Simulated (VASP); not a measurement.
A run of VASP 6.6.1 is set up as follows.

The input INCAR:

```
ALGO = Normal ; EDIFF = 1E-6
ENCUT = 520 ; GGA = PS
ISIF = 2 ; ISMEAR = 0
LASPH = True ; LCHARG = True
LELF = True ; LREAL = False
LVHAR = True ; LWAVE = False
NBANDS = 15 ; NELM = 80
PREC = Accurate ; SIGMA = 0.1
```

File KPOINTS:

```
k-points
0
Gamma
  16 16 16
```

The input POSCAR:

```
TaN
1.0
    0.0000000000      2.1878447036      2.1878447036
    2.1878447036      0.0000000000      2.1878447036
    2.1878447036      2.1878447036      0.0000000000
Ta N
1 1
Direct
    0.5000000000      0.5000000000      0.5000000000
    0.0000000000      0.0000000000      0.0000000000
```

Potentials or basis: VASP PAW PBE potentials, release 64 (Ta_pv, N).

Run with:

```sh
$ cat potpaw_PBE.64/Ta_pv/POTCAR potpaw_PBE.64/N/POTCAR > POTCAR
$ mpirun -np 1 vasp_std > vasp.out
```

**Question.** Predict the pressure.

**Answer.** 1.0 GPa.

**Question.** Estimate the band gap on the k mesh.

**Answer.** Zero (band 8 reaches 11.50 eV, above the bottom of band 9 at 7.38 eV).

Caveat: the PAW data sets were made with another functional, which shifts forces and pressure a little; spin-orbit coupling is left out, which moves the levels of the heavy elements.
